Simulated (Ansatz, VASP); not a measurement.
## Two plane-wave programs on BAs

Contents of POSCAR:

```
BAs
1.0
    0.0000000000      2.3373652603      2.3373652603
    2.3373652603      0.0000000000      2.3373652603
    2.3373652603      2.3373652603      0.0000000000
B As
1 1
Direct
    0.0000000000      0.0000000000      0.0000000000
    0.2500000000      0.2500000000      0.2500000000
```

The input INCAR.step1:

```
ALGO = Normal ; EDIFF = 1E-5
ENCUT = 520 ; GGA = PE
ISIF = 2 ; ISMEAR = 0
LASPH = T ; LCHARG = F
LREAL = F ; LWAVE = T
NBANDS = 11 ; NELM = 60
PREC = Accurate ; SIGMA = 0.02
```

File INCAR.step2:

```
ALGO = Normal ; EDIFF = 1E-6
ENCUT = 520 ; GGA = PE
HFSCREEN = 0.2079 ; ISIF = 2
ISMEAR = 0 ; ISTART = 1
LASPH = T ; LCHARG = F
LHFCALC = T ; LREAL = F
LWAVE = F ; NBANDS = 11
NELM = 60 ; PREC = Accurate
PRECFOCK = Normal ; SIGMA = 0.02
```

Contents of KPOINTS:

```
k-points
0
Gamma
  6 6 6
```

Input for Ansatz:

```yaml
crystal:
  lattice:
    - [0.0, 2.3373652603, 2.3373652603]
    - [2.3373652603, 0.0, 2.3373652603]
    - [2.3373652603, 2.3373652603, 0.0]
  atoms:
    - { symbol: B, position: [0.0, 0.0, 0.0] }
    - { symbol: As, position: [0.25, 0.25, 0.25] }
basis:
  ecutwfc: 420
kpoints:
  mp_grid: { grid: [6, 6, 6] }
hamiltonian:
  xc: hse06
scf:
  occupations: { method: gaussian, width: 0.02 }
output:
  forces: true
  stress: true
  eigenvalues: true
```

Alike in both runs: task single point; functional HSE06; k mesh 6 × 6 × 6; occupations gaussian, width 0.02 eV; no spin polarisation.

```csv
,VASP,Ansatz
version,VASP 6.6.1,Ansatz 0.2.0
potentials or method,"VASP PAW PBE potentials, release 64 (B, As), cutoff 520 eV","scalar-relativistic, plane waves, PAW"
valence electrons in the cell,8,18
```

|  | VASP | Ansatz | Ansatz less VASP |
| --- | --- | --- | --- |
| gap on the k mesh at the Fermi level (eV) | 1.89 | 1.89 | -0.006 |
| least direct gap on the mesh (eV) | 4.20 | 4.21 | +0.005 |
| pressure (GPa) | 10.2 | 10.2 | +0.02 |

With one functional, cell and mesh, what is left measures potentials, basis and numerics. VASP's potentials hold 8 valence electrons a cell and Ansatz's 18, so a difference there can come from the potentials and not from the codes. Ansatz's warnings: stress exchange threshold loose, stress scf threshold loose.
